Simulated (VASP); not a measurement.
Write the native input for VASP 6.6.1 that does the following.

```
Task                   : single point
Functional             : PBE
Potentials or basis    : VASP PAW PBE potentials, release 64 (C)
Cutoff                 : 600 eV
k mesh                 : 12 × 12 × 12
Occupations            : gaussian, width 0.02 eV
Spin                   : no spin polarisation
Dipole correction      : no
Further INCAR settings : ALGO = Normal; EDIFF = 1e-06; NBANDS = 11
```

The structure of C lies in POSCAR:

```
C
1.0
    0.0000000000      1.7305285553      1.7305285553
    1.7305285553      0.0000000000      1.7305285553
    1.7305285553      1.7305285553      0.0000000000
C
2
Direct
    0.0000000000      0.0000000000      0.0000000000
    0.2500000000      0.2500000000      0.2500000000
```

This cell differs from its parent crystal: volume scaled by 0.91.

One way to write it, as run:

INCAR

```
ALGO     = Normal         # electronic algorithm
EDIFF    = 1E-6           # SCF threshold, eV
ENCUT    = 600            # plane-wave cutoff, eV
GGA      = PE             # functional
GGA_COMPAT= F            
ISIF     = 2              # what is computed and relaxed
ISMEAR   = 0              # smearing method
LASPH    = T              # aspherical terms in the spheres
LCHARG   = F              # write CHGCAR
LREAL    = F              # projectors in reciprocal space
LWAVE    = F              # write WAVECAR
NBANDS   = 11             # bands
NELM     = 120            # most SCF steps
PREC     = Accurate       # precision mode
SIGMA    = 0.02           # smearing width, eV
```

KPOINTS

```
k-points
0
Gamma
  12 12 12
```

Potentials or basis: VASP PAW PBE potentials, release 64 (C).

Run with:

```bash
$ cat potpaw_PBE.64/C/POTCAR > POTCAR
$ mpirun -np 1 vasp_std > vasp.out
```

It gave:

```
Pressure               : 48.8 GPa
Band gap on the k mesh : 4.36 eV, indirect (least direct gap 5.84 eV)
```

Wall time 5.8 s on 1 thread of Intel Xeon 6975P-C, on a shared host, peak memory 0.12 GiB.
